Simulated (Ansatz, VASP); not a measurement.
Rb: VASP beside Ansatz

```
CELL_PARAMETERS angstrom
4.56398 0.00000 0.00000
0.00000 4.56398 0.00000
0.00000 0.00000 4.56398
ATOMIC_POSITIONS crystal
Rb 0.00000 0.00000 0.00000
```

Alike in both runs: task single point; functional LDA; k mesh 8 × 8 × 8; occupations fermi-dirac, width 0.1 eV; no spin polarisation.

|  | VASP | Ansatz |
| --- | --- | --- |
| version | VASP 6.6.1 | Ansatz 0.2.0 |
| potentials or method | VASP PAW LDA potentials, release 64 (Rb_sv), cutoff 520 eV | plane waves (420 eV) with PAW, scalar-relativistic |
| valence electrons in the cell | 9 | 9 |

```csv
,VASP,Ansatz,Ansatz less VASP
pressure (GPa),-0.3,-0.3,0.00
```

Ansatz warns that its potentials were made for another functional, while VASP's fit it. LDA's correlation is that of Perdew and Zunger in VASP and of Perdew and Wang (1992) in Ansatz.
